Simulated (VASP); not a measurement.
# Zr3CdC (Pm-3m) in VASP: further runs

Zr3CdC is run at these levels: PBE; tasks: single point.

Program: VASP 6.6.1. These are calculated values, not measurements. Logs are shortened: lines on timing, memory, paths and dates and some standing lists are left out, and cuts for length are marked.

### Step 1. The cell of the first run

Symmetry: Pm-3m, No. 221, cubic system. The conventional cell has a = 4.336 Å, b = 4.336 Å, c = 4.336 Å, α = 90.00°, β = 90.00°, γ = 90.00°. Zr (site symmetry 4/mmm) has 2 C at 2.17 Å within 2.9 Å. Cd (site symmetry m-3m) has 12 Zr at 3.07 Å and 8 C at 3.76 Å within 4.0 Å. Within 2.9 Å of C (site symmetry m-3m) lie 6 Zr at 2.17 Å.

The cell was generated, and may not be a known phase.

### Step 2. Single point, PBE

INCAR reads:

```
SYSTEM = Zr3CdC
PREC = Accurate ; ENCUT = 520
EDIFF = 1E-6 ; ISMEAR = 0
SIGMA = 0.1 ; LREAL = .False.
LASPH = .True. ; NELM = 60
ALGO = Normal ; ISIF = 2
LWAVE = .False. ; LCHARG = .False.
GGA = PE ; NBANDS = 34
```

KPOINTS reads:

```
Automatic mesh
0
Gamma
  4 4 4
  0 0 0
```

POSCAR reads:

```
Zr3CdC
1.0
    4.3362098700      0.0000000000      0.0000000000
    0.0000000000      4.3362098700      0.0000000000
    0.0000000000      0.0000000000      4.3362098700
Zr Cd C
3 1 1
Direct
    0.0000000000      0.5000000000      0.5000000000
    0.5000000000      0.0000000000      0.5000000000
    0.5000000000      0.5000000000      0.0000000000
    0.0000000000      0.0000000000      0.0000000000
    0.5000000000      0.5000000000      0.5000000000
```

Potentials or basis: VASP PAW PBE potentials, release 64 (Zr_sv, Cd, C).

On the command line:

```console
$ cat potpaw_PBE.64/Zr_sv/POTCAR potpaw_PBE.64/Cd/POTCAR potpaw_PBE.64/C/POTCAR > POTCAR
$ mpirun -np 1 vasp_std > vasp.out
```

OUTCAR:

```text
SYSTEM = Zr3CdC
   PREC = Accurate
   ENCUT = 520
   EDIFF = 1E-6
   ISMEAR = 0
   LREAL = .False.
   LASPH = .True.
   NELM = 60
   ISIF = 2
   GGA = PE

 ion  position               nearest neighbor table
   1  0.000  0.500  0.500-   5 2.17   5 2.17   4 3.07   2 3.07   3 3.07   4 3.07   2 3.07   4 3.07
                             4 3.07   2 3.07   3 3.07   3 3.07   3 3.07   2 3.07
   2  0.500  0.000  0.500-   5 2.17   5 2.17   4 3.07   1 3.07   3 3.07   4 3.07   1 3.07   3 3.07
                             3 3.07   3 3.07   1 3.07   4 3.07   4 3.07   1 3.07
   3  0.500  0.500  0.000-   5 2.17   5 2.17   4 3.07   1 3.07   1 3.07   2 3.07   2 3.07   2 3.07
                             4 3.07   2 3.07   1 3.07   4 3.07   1 3.07   4 3.07
   4  0.000  0.000  0.000-   1 3.07   2 3.07   3 3.07   1 3.07   2 3.07   1 3.07   3 3.07   1 3.07
                             2 3.07   3 3.07   2 3.07   3 3.07
   5  0.500  0.500  0.500-   1 2.17   2 2.17   3 2.17   3 2.17   2 2.17   1 2.17

  LATTYP: Found a simple cubic cell.
 ALAT       =     4.3362098700

  Lattice vectors:

 A1 = (   4.3362098700,   0.0000000000,   0.0000000000)
 A2 = (   0.0000000000,   4.3362098700,   0.0000000000)
 A3 = (   0.0000000000,   0.0000000000,   4.3362098700)

Analysis of symmetry for initial positions (statically):
=====================================================================
 Subroutine PRICEL returns:
 Original cell was already a primitive cell.

 Routine SETGRP: Setting up the symmetry group for a
 simple cubic supercell.

 Subroutine GETGRP returns: Found 48 space group operations
 (whereof 48 operations were pure point group operations)
 out of a pool of 48 trial point group operations.

The static configuration has the point symmetry O_h .

Analysis of symmetry for dynamics (positions and initial velocities):
=====================================================================
 Subroutine PRICEL returns:
 Original cell was already a primitive cell.

 Routine SETGRP: Setting up the symmetry group for a
 simple cubic supercell.

 Subroutine GETGRP returns: Found 48 space group operations
 (whereof 48 operations were pure point group operations)
 out of a pool of 48 trial point group operations.

The dynamic configuration has the point symmetry O_h .

 Subroutine INISYM returns: Found 48 space group operations
 (whereof 48 operations are pure point group operations),
 and found     1 'primitive' translations
[... 85 lines left out ...]
   NELM   =     60;   NELMIN=  2; NELMDL= -5     # of ELM steps
   EDIFF  = 0.1E-05   stopping-criterion for ELM
   LREAL  =      F    real-space projection
   EDIFFG = 0.1E-04   stopping-criterion for IOM
   NSW    =      0    number of steps for IOM
   IBRION =     -1    ionic relax: 0-MD 1-quasi-New 2-CG
   NFREE  =      0    steps in history (QN), initial steepest desc. (CG)
   ISIF   =      2    stress and relaxation
   ISYM   =      2    0-nonsym 1-usesym 2-fastsym
   POTIM  = 0.5000    time-step for ionic-motion
   TEBEG  =    0.0;   TEEND  =   0.0 temperature during run
   PSTRESS=    0.0 pullay stress
   NELECT =      52.0000    total number of electrons
   NUPDOWN=      -1.0000    fix difference up-down
   EMIN   =  10.00;   EMAX   =-10.00  energy-range for DOS
   EFERMI =   0.00;   METHOD = LEGACY
   ISMEAR =     0;   SIGMA  =   0.10  broadening in eV -4-tet -1-fermi 0-gaus
   EFERMI_NEDOS =   21; number of points for ismear=-14 and -15
   IALGO  =     38    algorithm
   IMIX   =      4    mixing-type and parameters
     AMIX     =   0.40;   BMIX     =  1.00
     AMIX_MAG =   1.60;   BMIX_MAG =  1.00
  volume/ion in A,a.u.               =      16.31       110.04
  Fermi-wavevector in a.u.,A,eV,Ry     =   1.409177  2.662959 27.018188  1.985781
  Thomas-Fermi vector in A             =   2.531260
   LORBIT       =      0    0 simple, 1 ext, 2 COOP (PROOUT), +10 PAW based schemes
   GGA     = PE    functional components
   LHFCALC =     F    Hartree Fock is set to
   AEXX    =    0.0000 exact exchange contribution
   IVDW    =     0    specifies the selected vdW correction
   LEPSILON=     F    determine dielectric tensor
   LRPA    =     F    only Hartree local field effects (RPA)
 non-spin polarized calculation
 Gauss-broadening in eV      SIGMA  =   0.10
  energy-cutoff  :      520.00
  volume of cell :       81.53
 maximum number of plane-waves:      2272
   NGX = 17   NGY = 17   NGZ = 17

 number of electron      51.9999993 magnetization

 Free energy of the ion-electron system (eV)
  ---------------------------------------------------
  ext. energy  EPLUGINS =         0.00000000
  ---------------------------------------------------
  free energy    TOTEN  =       -36.71398262 eV

  energy without entropy =      -36.70534967  energy(sigma->0) =      -36.70966615

 E-fermi :   9.1185     XC(G=0): -12.0536

 val. band max:        9.0166275307   @ k =   0.5000   0.2500   0.0000
 cond. band min:       9.2956738276   @ k =   0.5000   0.5000   0.5000
 fundamental gap:      0.2790462969
 Fermi energy:         9.1184943865

 k-point     1 :       0.0000    0.0000    0.0000
  band No.  band energies     occupation
      1     -39.1761      2.00000
      2     -38.9169      2.00000
      3     -38.9169      2.00000
      4     -17.7636      2.00000
      5     -17.7636      2.00000
      6     -17.7636      2.00000
[... 359 lines left out ...]
     33      12.9939      0.00000
     34      15.2049      0.00000

------------------------ aborting loop because EDIFF is reached ----------------------------------------

  FORCE on cell =-STRESS in cart. coord.  units (eV):
  Direction    XX          YY          ZZ          XY          YZ          ZX
  --------------------------------------------------------------------------------------
  -------------------------------------------------------------------------------------
  Total       14.5492874     14.5492874     14.5492874     -0.0000000      0.0000000     -0.0000000
  in kB      285.9047862    285.9047862    285.9047862     -0.0000000      0.0000000     -0.0000000
  external PRESSURE =     285.9047862 kB  Pullay stress =       0.0000000 kB

 VOLUME and BASIS-vectors are now :
 -----------------------------------------------------------------------------
  energy-cutoff  :      520.00
  volume of cell :       81.53
      direct lattice vectors                 reciprocal lattice vectors
     4.336209870  0.000000000  0.000000000     0.230616144  0.000000000  0.000000000
     0.000000000  4.336209870  0.000000000     0.000000000  0.230616144  0.000000000
     0.000000000  0.000000000  4.336209870     0.000000000  0.000000000  0.230616144

 POSITION                                       TOTAL-FORCE (eV/Angst)
 -----------------------------------------------------------------------------------
      0.00000      2.16810      2.16810         0.000000      0.000000      0.000000
      2.16810      0.00000      2.16810         0.000000      0.000000      0.000000
      2.16810      2.16810      0.00000         0.000000      0.000000      0.000000
      0.00000      0.00000      0.00000         0.000000      0.000000      0.000000
      2.16810      2.16810      2.16810         0.000000      0.000000      0.000000
 -----------------------------------------------------------------------------------
    total drift:                                0.000000     -0.000000     -0.000000

  FREE ENERGIE OF THE ION-ELECTRON SYSTEM (eV)
  ---------------------------------------------------
  free  energy   TOTEN  =       -36.7139826241 eV

  energy  without entropy=      -36.7053496727  energy(sigma->0) =      -36.70966615
```

It took 12 s on 1 thread of Intel Xeon 6975P-C (Granite Rapids), shared host; peak memory 0.18 GiB.

Results:

```
Free energy            : -36.7140 eV
Pressure               : 28.6 GPa
Band gap on the k mesh : zero (bands 26 and 27 overlap by 1.51 eV)
```

Caveat: the k points lie up to 0.36 Å⁻¹ apart, too coarse for converged energies and pressures of a metal.

### Step 3. Single point, PBE

This run uses another cell than the first one, of 19.09 Å³/atom.

INCAR reads:

```
ALGO = Normal
EDIFF = 1E-7
ENCUT = 520
GGA = PE
ISIF = 2
ISMEAR = 0
LASPH = True
LCHARG = False
LREAL = False
LWAVE = False
NBANDS = 34
NELM = 100
PREC = Accurate
SIGMA = 0.1
```

KPOINTS reads:

```
k-points
0
Gamma
  4 4 4
```

Edit POSCAR of step 2 so:

```diff
@@ -2,5 +2,5 @@
 1.0
-    4.3362098700      0.0000000000      0.0000000000
-    0.0000000000      4.3362098700      0.0000000000
-    0.0000000000      0.0000000000      4.3362098700
+    4.5701658487      0.0000000000      0.0000000000
+    0.0000000000      4.5701658487      0.0000000000
+    0.0000000000      0.0000000000      4.5701658487
 Zr Cd C
```

Potentials or basis: VASP PAW PBE potentials, release 64 (Zr_sv, Cd, C).

On the command line:

```console
$ cat potpaw_PBE.64/Zr_sv/POTCAR potpaw_PBE.64/Cd/POTCAR potpaw_PBE.64/C/POTCAR > POTCAR
$ mpirun -np 1 vasp_std > vasp.out
```

OUTCAR:

```text
EDIFF = 1E-7
   ENCUT = 520
   GGA = PE
   ISIF = 2
   ISMEAR = 0
   LASPH = True
   LREAL = False
   NELM = 100
   PREC = Accurate

 ion  position               nearest neighbor table
   1  0.000  0.500  0.500-   5 2.29   5 2.29   4 3.23   2 3.23   3 3.23   4 3.23   2 3.23   4 3.23
                             4 3.23   2 3.23   3 3.23   3 3.23   3 3.23   2 3.23
   2  0.500  0.000  0.500-   5 2.29   5 2.29   4 3.23   1 3.23   3 3.23   4 3.23   1 3.23   3 3.23
                             3 3.23   3 3.23   1 3.23   4 3.23   4 3.23   1 3.23
   3  0.500  0.500  0.000-   5 2.29   5 2.29   4 3.23   1 3.23   1 3.23   2 3.23   2 3.23   2 3.23
                             4 3.23   2 3.23   1 3.23   4 3.23   1 3.23   4 3.23
   4  0.000  0.000  0.000-   1 3.23   2 3.23   3 3.23   1 3.23   2 3.23   1 3.23   3 3.23   1 3.23
                             2 3.23   3 3.23   2 3.23   3 3.23
   5  0.500  0.500  0.500-   1 2.29   2 2.29   3 2.29   3 2.29   2 2.29   1 2.29

  LATTYP: Found a simple cubic cell.
 ALAT       =     4.5701658487

  Lattice vectors:

 A1 = (   4.5701658487,   0.0000000000,   0.0000000000)
 A2 = (   0.0000000000,   4.5701658487,   0.0000000000)
 A3 = (   0.0000000000,   0.0000000000,   4.5701658487)

Analysis of symmetry for initial positions (statically):
[... 170 lines left out ...]
 Fermi energy:         7.4708384529

 k-point     1 :       0.0000    0.0000    0.0000
  band No.  band energies     occupation
      1     -41.2766      2.00000
      2     -41.1437      2.00000
      3     -41.1437      2.00000
      4     -19.5927      2.00000
      5     -19.5927      2.00000
      6     -19.5927      2.00000
[... 359 lines left out ...]
     33      10.6581      0.00000
     34      12.4490      0.00000

------------------------ aborting loop because EDIFF is reached ----------------------------------------

  FORCE on cell =-STRESS in cart. coord.  units (eV):
  Direction    XX          YY          ZZ          XY          YZ          ZX
  --------------------------------------------------------------------------------------
  -------------------------------------------------------------------------------------
  Total        0.1698420      0.1698420      0.1698420      0.0000000      0.0000000      0.0000000
  in kB        2.8507552      2.8507552      2.8507552      0.0000000      0.0000000      0.0000000
  external PRESSURE =       2.8507552 kB  Pullay stress =       0.0000000 kB

 VOLUME and BASIS-vectors are now :
 -----------------------------------------------------------------------------
  energy-cutoff  :      520.00
  volume of cell :       95.45
      direct lattice vectors                 reciprocal lattice vectors
     4.570165849  0.000000000  0.000000000     0.218810440  0.000000000  0.000000000
     0.000000000  4.570165849  0.000000000     0.000000000  0.218810440  0.000000000
     0.000000000  0.000000000  4.570165849     0.000000000  0.000000000  0.218810440

 POSITION                                       TOTAL-FORCE (eV/Angst)
 -----------------------------------------------------------------------------------
      0.00000      2.28508      2.28508         0.000000      0.000000      0.000000
      2.28508      0.00000      2.28508         0.000000      0.000000      0.000000
      2.28508      2.28508      0.00000         0.000000      0.000000      0.000000
      0.00000      0.00000      0.00000         0.000000      0.000000      0.000000
      2.28508      2.28508      2.28508         0.000000      0.000000      0.000000
 -----------------------------------------------------------------------------------
    total drift:                                0.000000      0.000000      0.000000

  FREE ENERGIE OF THE ION-ELECTRON SYSTEM (eV)
  ---------------------------------------------------
  free  energy   TOTEN  =       -37.8212363343 eV

  energy  without entropy=      -37.8046430811  energy(sigma->0) =      -37.81293971
```

stdout:

```text
POSCAR found type information on POSCAR ZrCdC
 POSCAR found :  3 types and       5 ions
 scaLAPACK will be used
 LDA part: xc-table for (Slater+PW92), standard interpolation
 POSCAR, INCAR and KPOINTS ok, starting setup
 FFT: planning ... GRIDC
 FFT: planning ... GRID_SOFT
 FFT: planning ... GRID
 WAVECAR not read
 entering main loop
```

Wall time 22 s (1 thread of Intel Xeon 6975P-C (Granite Rapids), shared host); peak memory 0.21 GiB.

Results:

```
Free energy            : -37.8212 eV
Pressure               : 0.3 GPa
Band gap on the k mesh : zero (bands 26 and 27 overlap by 1.76 eV)
```

### Step 4. Single point, PBE

This run uses another cell than the first one, of 19.12 Å³/atom.

INCAR reads:

```
SYSTEM = Zr3CdC
  PREC = Accurate
  ENCUT = 520
  EDIFF = 1E-7
  ISMEAR = 0
  SIGMA = 0.1
  LREAL = .False.
  LASPH = .True.
  NELM = 60
  ALGO = Normal
  ISIF = 2
  LWAVE = .False.
  LCHARG = .True.
  GGA = PE
  LELF = .True.
  LVHAR = .True.
  NBANDS = 34
```

KPOINTS reads:

```
Automatic mesh
0
Gamma
  8 8 8
  0 0 0
```

Edit POSCAR of step 3 so:

```diff
@@ -2,5 +2,5 @@
 1.0
-    4.5701658487      0.0000000000      0.0000000000
-    0.0000000000      4.5701658487      0.0000000000
-    0.0000000000      0.0000000000      4.5701658487
+    4.5721041816      0.0000000000      0.0000000000
+    0.0000000000      4.5721041816      0.0000000000
+    0.0000000000      0.0000000000      4.5721041816
 Zr Cd C
```

Potentials or basis: VASP PAW PBE potentials, release 64 (Zr_sv, Cd, C).

On the command line:

```console
$ cat potpaw_PBE.64/Zr_sv/POTCAR potpaw_PBE.64/Cd/POTCAR potpaw_PBE.64/C/POTCAR > POTCAR
$ mpirun -np 1 vasp_std > vasp.out
```

OUTCAR:

```text
SYSTEM = Zr3CdC
   PREC = Accurate
   ENCUT = 520
   EDIFF = 1E-7
   ISMEAR = 0
   LREAL = .False.
   LASPH = .True.
   NELM = 60
   ISIF = 2
   GGA = PE

 ion  position               nearest neighbor table
   1  0.000  0.500  0.500-   5 2.29   5 2.29   4 3.23   2 3.23   3 3.23   4 3.23   2 3.23   4 3.23
                             4 3.23   2 3.23   3 3.23   3 3.23   3 3.23   2 3.23
   2  0.500  0.000  0.500-   5 2.29   5 2.29   4 3.23   1 3.23   3 3.23   4 3.23   1 3.23   3 3.23
                             3 3.23   3 3.23   1 3.23   4 3.23   4 3.23   1 3.23
   3  0.500  0.500  0.000-   5 2.29   5 2.29   4 3.23   1 3.23   1 3.23   2 3.23   2 3.23   2 3.23
[... 1098 lines left out ...]
  Total        0.0945932      0.0945932      0.0945932      0.0000000     -0.0000000      0.0000000
  in kB        1.5857040      1.5857040      1.5857040      0.0000000     -0.0000000      0.0000000
  external PRESSURE =       1.5857040 kB  Pullay stress =       0.0000000 kB

 VOLUME and BASIS-vectors are now :
 -----------------------------------------------------------------------------
  energy-cutoff  :      520.00
  volume of cell :       95.58
      direct lattice vectors                 reciprocal lattice vectors
     4.572104182  0.000000000  0.000000000     0.218717676  0.000000000  0.000000000
     0.000000000  4.572104182  0.000000000     0.000000000  0.218717676  0.000000000
     0.000000000  0.000000000  4.572104182     0.000000000  0.000000000  0.218717676

 POSITION                                       TOTAL-FORCE (eV/Angst)
 -----------------------------------------------------------------------------------
      0.00000      2.28605      2.28605         0.000000      0.000000      0.000000
      2.28605      0.00000      2.28605         0.000000      0.000000      0.000000
      2.28605      2.28605      0.00000         0.000000      0.000000      0.000000
      0.00000      0.00000      0.00000         0.000000      0.000000      0.000000
      2.28605      2.28605      2.28605         0.000000      0.000000      0.000000
 -----------------------------------------------------------------------------------
    total drift:                                0.000000      0.000000      0.000000

  FREE ENERGIE OF THE ION-ELECTRON SYSTEM (eV)
  ---------------------------------------------------
  free  energy   TOTEN  =       -37.8202119490 eV

  energy  without entropy=      -37.8071531708  energy(sigma->0) =      -37.81368256
```

stdout:

```text
POSCAR found type information on POSCAR ZrCdC
 POSCAR found :  3 types and       5 ions
 scaLAPACK will be used
 LDA part: xc-table for (Slater+PW92), standard interpolation
 POSCAR, INCAR and KPOINTS ok, starting setup
 FFT: planning ... GRIDC
 FFT: planning ... GRID_SOFT
 FFT: planning ... GRID
 WAVECAR not read
 entering main loop
```

Run time: 73 s. Hardware: 1 thread of Intel Xeon 6975P-C (Granite Rapids), shared host; peak memory 0.26 GiB.

Results:

```
Free energy            : -37.8202 eV
Pressure               : 0.2 GPa
Band gap on the k mesh : zero (bands 26 and 27 overlap by 1.77 eV)
```

(Part 1 of 2 ends here.)

The gap in the log of VASP goes by the Fermi energy; the results here count the filled bands.